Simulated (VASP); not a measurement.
# BaS in VASP: settings compared

Aim: see how the results for BaS move with the level of theory and the settings. Levels: r2SCAN, HSE06. Tasks: single point.

Everything below comes from runs of VASP 6.6.1. Logs are shortened: lines on timing, memory, paths and dates and some standing lists are left out, and cuts for length are marked.

### 1 The cell of the first run

Symmetry: P4/mmm, No. 123, tetragonal system. The conventional cell has a = 3.834 Å, b = 3.834 Å, c = 3.966 Å, α = 90.00°, β = 90.00°, γ = 90.00°. Ba (site symmetry 4/mmm) has 8 S at 3.36 Å and 6 Ba at 3.83 to 3.97 Å within 4.4 Å. Within 4.4 Å of S (site symmetry 4/mmm) lie 8 Ba at 3.36 Å and 6 S at 3.83 to 3.97 Å.

### 2 Single point, r2SCAN (uniaxial x strain +3.4%)

POSCAR reads:

```
BaS
1.0
    3.9656395498      0.0000000000      0.0000000000
    0.0000000000      3.8337582655      0.0000000000
    0.0000000000      0.0000000000      3.8337582655
Ba S
1 1
Direct
    0.0000000000      0.0000000000      0.0000000000
    0.5000000000      0.5000000000      0.5000000000
```

INCAR.step1 reads:

```
PREC     = Accurate       # precision mode
ENCUT    = 520            # plane-wave cutoff, eV
ISMEAR   = 0              # smearing method
SIGMA    = 0.01           # smearing width, eV
LREAL    = F              # projectors in reciprocal space
LASPH    = T              # aspherical terms in the spheres
NELM     = 100            # most SCF steps
NBANDS   = 15             # bands
GGA      = PE             # functional
ALGO     = Normal         # electronic algorithm
EDIFF    = 1E-4           # SCF threshold, eV
LWAVE    = T              # write WAVECAR
LCHARG   = F              # write CHGCAR
```

INCAR.step2 reads:

```
PREC     = Accurate       # precision mode
ENCUT    = 520            # plane-wave cutoff, eV
EDIFF    = 1E-6           # SCF threshold, eV
ISMEAR   = 0              # smearing method
SIGMA    = 0.01           # smearing width, eV
LREAL    = F              # projectors in reciprocal space
LASPH    = T              # aspherical terms in the spheres
NELM     = 100            # most SCF steps
ALGO     = Normal         # electronic algorithm
ISIF     = 2              # what is computed and relaxed
LWAVE    = F              # write WAVECAR
LCHARG   = T              # write CHGCAR
METAGGA  = R2SCAN         # meta-GGA
LMIXTAU  = T            
LELF     = T              # ELF
LVHAR    = T            
NBANDS   = 15             # bands
ISTART   = 1
```

KPOINTS reads:

```
Automatic mesh
0
Gamma
  6 6 6
```

Potentials or basis: VASP PAW PBE potentials, release 64 (Ba_sv, S).

The run is started by

```sh
$ cat potpaw_PBE.64/Ba_sv/POTCAR potpaw_PBE.64/S/POTCAR > POTCAR
$ cp INCAR.step1 INCAR
$ mpirun -np 1 vasp_std > vasp.out
$ cp INCAR.step2 INCAR
$ mpirun -np 1 vasp_std > vasp.out
```

OUTCAR:

```text
PREC = Accurate
   ENCUT = 520
   EDIFF = 1E-6
   ISMEAR = 0
   LREAL = F
   LASPH = T
   NELM = 100
   ISIF = 2
   METAGGA = R2SCAN
   ISTART = 1

 ion  position               nearest neighbor table
   1  0.000  0.000  0.000-   2 3.36   2 3.36   2 3.36   2 3.36   2 3.36   2 3.36   2 3.36   2 3.36

   2  0.500  0.500  0.500-   1 3.36   1 3.36   1 3.36   1 3.36   1 3.36   1 3.36   1 3.36   1 3.36

  LATTYP: Found a simple tetragonal cell.
 ALAT       =     3.8337582655
 C/A-ratio  =     1.0344000000

  Lattice vectors:

 A1 = (   0.0000000000,   3.8337582655,   0.0000000000)
 A2 = (   0.0000000000,   0.0000000000,   3.8337582655)
 A3 = (   3.9656395498,   0.0000000000,   0.0000000000)

Analysis of symmetry for initial positions (statically):
=====================================================================
 Subroutine PRICEL returns:
 Original cell was already a primitive cell.

 Routine SETGRP: Setting up the symmetry group for a
 simple tetragonal supercell.

 Subroutine GETGRP returns: Found 16 space group operations
 (whereof 16 operations were pure point group operations)
 out of a pool of 16 trial point group operations.

The static configuration has the point symmetry D_4h.

Analysis of symmetry for dynamics (positions and initial velocities):
=====================================================================
 Subroutine PRICEL returns:
 Original cell was already a primitive cell.

 Routine SETGRP: Setting up the symmetry group for a
 simple tetragonal supercell.

 Subroutine GETGRP returns: Found 16 space group operations
 (whereof 16 operations were pure point group operations)
 out of a pool of 16 trial point group operations.

The dynamic configuration has the point symmetry D_4h.

 Subroutine INISYM returns: Found 16 space group operations
 (whereof 16 operations are pure point group operations),
 and found     1 'primitive' translations

----------------------------------------------------------------------------------------

                                     Primitive cell

  volume of cell :      58.2858

  direct lattice vectors                    reciprocal lattice vectors
     3.965639550  0.000000000  0.000000000     0.252166135  0.000000000  0.000000000
     0.000000000  3.833758266  0.000000000     0.000000000  0.260840651  0.000000000
     0.000000000  0.000000000  3.833758266     0.000000000  0.000000000  0.260840651

  length of vectors
     3.965639550  3.833758266  3.833758266     0.252166135  0.260840651  0.260840651

  position of ions in fractional coordinates (direct lattice)
     0.000000000  0.000000000  0.000000000
     0.500000000  0.500000000  0.500000000

  ion indices of the primitive-cell ions
   primitive index   ion index
                 1           1
                 2           2

----------------------------------------------------------------------------------------

 KPOINTS: Automatic mesh

Automatic generation of k-mesh.
 Grid dimensions read from file:
 generate k-points for:    6    6    6

 Generating k-lattice:

  Cartesian coordinates                     Fractional coordinates (reciprocal lattice)
     0.042027689  0.000000000  0.000000000     0.166666667  0.000000000  0.000000000
     0.000000000  0.043473442  0.000000000     0.000000000  0.166666667  0.000000000
     0.000000000  0.000000000  0.043473442     0.000000000  0.000000000  0.166666667

  Length of vectors
     0.042027689  0.043473442  0.043473442

  Shift w.r.t. Gamma in fractional coordinates (k-lattice)
     0.000000000  0.000000000  0.000000000

 Subroutine IBZKPT returns following result:
 ===========================================

 Found     40 irreducible k-points:

 Following reciprocal coordinates:
            Coordinates               Weight
  0.000000  0.000000  0.000000      1.000000
  0.166667  0.000000  0.000000      2.000000
  0.333333  0.000000  0.000000      2.000000
  0.500000  0.000000  0.000000      1.000000
  0.000000  0.166667  0.000000      4.000000
  0.166667  0.166667  0.000000      8.000000
[... 16 lines left out ...]
  0.333333  0.333333  0.166667     16.000000
  0.500000  0.333333  0.166667      8.000000
 [... further k-points ...]
   k-points           NKPTS =     40   k-points in BZ     NKDIM =     40   number of bands    NBANDS=     15
   number of dos      NEDOS =    301   number of ions     NIONS =      2
   total plane-waves  NPLWV =  27000
   dimension x,y,z NGX =    30 NGY =   30 NGZ =   30
   dimension x,y,z NGXF=    60 NGYF=   60 NGZF=   60
   ions per type =               1   1
   NGX,Y,Z   is equivalent  to a cutoff of  12.58, 13.01, 13.01 a.u.
   NGXF,Y,Z  is equivalent  to a cutoff of  25.15, 26.02, 26.02 a.u.
 SYSTEM =  unknown system
   PREC   = accura    normal or accurate (medium, high low for compatibility)
   ISTART =      1    job   : 0-new  1-cont  2-samecut
   ICHARG =      0    charge: 1-file 2-atom 10-const
   ISPIN  =      1    spin polarized calculation?
   LNONCOLLINEAR =      F non collinear calculations
   LSORBIT =      F    spin-orbit coupling
   LASPH  =      T    aspherical Exc in radial PAW
   ENCUT  =  520.0 eV  38.22 Ry    6.18 a.u.   7.37  7.13  7.13*2*pi/ulx,y,z
   NELM   =    100;   NELMIN=  2; NELMDL=  0     # of ELM steps
   EDIFF  = 0.1E-05   stopping-criterion for ELM
   LREAL  =      F    real-space projection
[... 7 lines left out ...]
   TEBEG  =    0.0;   TEEND  =   0.0 temperature during run
   PSTRESS=    0.0 pullay stress
   NELECT =      16.0000    total number of electrons
   NUPDOWN=      -1.0000    fix difference up-down
   EMIN   =  10.00;   EMAX   =-10.00  energy-range for DOS
   EFERMI =   0.00;   METHOD = LEGACY
   ISMEAR =     0;   SIGMA  =   0.01  broadening in eV -4-tet -1-fermi 0-gaus
   EFERMI_NEDOS =   21; number of points for ismear=-14 and -15
   IALGO  =     38    algorithm
   IMIX   =      4    mixing-type and parameters
     AMIX     =   0.40;   BMIX     =  1.00
     AMIX_MAG =   1.60;   BMIX_MAG =  1.00
  volume/ion in A,a.u.               =      29.14       196.67
  Fermi-wavevector in a.u.,A,eV,Ry     =   1.063965  2.010602 15.402082  1.132021
  Thomas-Fermi vector in A             =   2.199467
   LORBIT       =      0    0 simple, 1 ext, 2 COOP (PROOUT), +10 PAW based schemes
   METAGGA = R2SCAN    functional components
   LHFCALC =     F    Hartree Fock is set to
   AEXX    =    0.0000 exact exchange contribution
   IVDW    =     0    specifies the selected vdW correction
   LEPSILON=     F    determine dielectric tensor
   LRPA    =     F    only Hartree local field effects (RPA)
 non-spin polarized calculation
 Gauss-broadening in eV      SIGMA  =   0.01
  energy-cutoff  :      520.00
  volume of cell :       58.29
 maximum number of plane-waves:      1588
 NGX is ok and might be reduce to    30
   NGX = 15   NGY = 15   NGZ = 15

 number of electron      15.9999998 magnetization

 Free energy of the ion-electron system (eV)
  ---------------------------------------------------
  ext. energy  EPLUGINS =         0.00000000
  ---------------------------------------------------
  free energy    TOTEN  =       -38.78821342 eV

  energy without entropy =      -38.78821342  energy(sigma->0) =      -38.78821342

 E-fermi :   2.7771     XC(G=0):  -9.7109

 val. band max:        2.7325345626   @ k =   0.5000   0.5000   0.0000
 cond. band min:       4.4789691104   @ k =   0.0000   0.0000   0.0000
 fundamental gap:      1.7464345477
 Fermi energy:         2.7770804619

 k-point     1 :       0.0000    0.0000    0.0000
  band No.  band energies     occupation
      1     -25.4118      2.00000
      2      -9.8522      2.00000
      3      -9.7902      2.00000
      4      -9.7902      2.00000
      5      -8.8032      2.00000
      6       2.3638      2.00000
      7       2.6082      2.00000
      8       2.6082      2.00000
      9       4.4790      0.00000
     10       4.5005      0.00000
     11       7.0591      0.00000
     12       9.4693      0.00000
     13       9.4693      0.00000
     14       9.7502      0.00000
     15      13.8040      0.00000

 k-point     2 :       0.1667    0.0000    0.0000
  band No.  band energies     occupation
      1     -25.3959      2.00000
      2     -10.2990      2.00000
      3      -9.7681      2.00000
      4      -9.7681      2.00000
      5      -8.3910      2.00000
      6       1.4816      2.00000
      7       2.4631      2.00000
      8       2.4631      2.00000
      9       4.6741      0.00000
     10       5.4185      0.00000
     11       7.9321      0.00000
     12       9.5706      0.00000
     13       9.5706      0.00000
     14       9.8874      0.00000
     15      12.3237      0.00000

 k-point     3 :       0.3333    0.0000    0.0000
  band No.  band energies     occupation
      1     -25.3639      2.00000
      2     -10.8676      2.00000
      3      -9.7232      2.00000
      4      -9.7232      2.00000
      5      -7.8633      2.00000
      6       0.3082      2.00000
      7       2.1800      2.00000
      8       2.1800      2.00000
      9       5.0972      0.00000
     10       7.3765      0.00000
     11       9.4756      0.00000
     12       9.9248      0.00000
     13       9.9248      0.00000
     14      10.2040      0.00000
     15      10.5492      0.00000
[... 343 lines left out ...]
 k-point    23 :       0.3333    0.3333    0.1667
  band No.  band energies     occupation
      1     -25.2782      2.00000
      2     -10.5682      2.00000
      3     -10.3176      2.00000
      4      -9.8920      2.00000
      5      -8.0674      2.00000
      6       0.8123      2.00000
      7       1.1370      2.00000
      8       1.8968      2.00000
      9       6.4837      0.00000
     10       7.5741      0.00000
     11       7.9697      0.00000
     12       8.9420      0.00000
     13       9.3412      0.00000
     14      11.2258      0.00000
     15      13.6539      0.00000

 k-point    24 :       0.5000    0.3333    0.1667
  band No.  band energies     occupation
      1     -25.2635      2.00000
      2     -10.5701      2.00000
      3     -10.3803      2.00000
      4      -9.8627      2.00000
      5      -8.1545      2.00000
      6       0.7704      2.00000
      7       0.9603      2.00000
      8       1.9909      2.00000
      9       6.3317      0.00000
     10       7.4109      0.00000
     11       7.8649      0.00000
     12       9.0666      0.00000
     13      10.1662      0.00000
     14      12.5116      0.00000
     15      12.8543      0.00000

 [... further k-points ...]
[... 5 lines left out ...]
  --------------------------------------------------------------------------------------
  -------------------------------------------------------------------------------------
  Total       -1.1867066      0.2005836      0.2005836      0.0000000      0.0000000      0.0000000
  in kB      -32.6205475      5.5137014      5.5137014      0.0000000      0.0000000      0.0000000
  external PRESSURE =      -7.1977149 kB  Pullay stress =       0.0000000 kB

 VOLUME and BASIS-vectors are now :
 -----------------------------------------------------------------------------
  energy-cutoff  :      520.00
  volume of cell :       58.29
      direct lattice vectors                 reciprocal lattice vectors
     3.965639550  0.000000000  0.000000000     0.252166135  0.000000000  0.000000000
     0.000000000  3.833758266  0.000000000     0.000000000  0.260840651  0.000000000
     0.000000000  0.000000000  3.833758266     0.000000000  0.000000000  0.260840651

 POSITION                                       TOTAL-FORCE (eV/Angst)
 -----------------------------------------------------------------------------------
      0.00000      0.00000      0.00000         0.000000      0.000000      0.000000
      1.98282      1.91688      1.91688         0.000000      0.000000      0.000000
 -----------------------------------------------------------------------------------
    total drift:                                0.000000     -0.000000     -0.000000

  FREE ENERGIE OF THE ION-ELECTRON SYSTEM (eV)
  ---------------------------------------------------
  free  energy   TOTEN  =       -38.7882134165 eV

  energy  without entropy=      -38.7882134165  energy(sigma->0) =      -38.78821342
```

Run time: 63 s. Hardware: 1 thread of Intel Xeon 6975P-C (Granite Rapids), shared host; peak memory 0.19 GiB.

Results:

```
Free energy            : -38.7882 eV
Pressure               : -0.7 GPa
Band gap on the k mesh : 1.75 eV (least direct gap 1.87 eV)
```

Stress tensor (GPa, compression positive):
```
-3.26  0.00  0.00
 0.00  0.55  0.00
 0.00  0.00  0.55
```

Caveat: the cell differs from its parent crystal (uniaxial x strain +3.4%); the structure was generated, so it needn't be the stable form of BaS; the PAW data sets were made with another functional, which shifts forces and pressure a little; spin-orbit coupling is left out, which moves the levels of the heavy elements. A k mesh can miss the band edges.

[end of part 1 of 2]
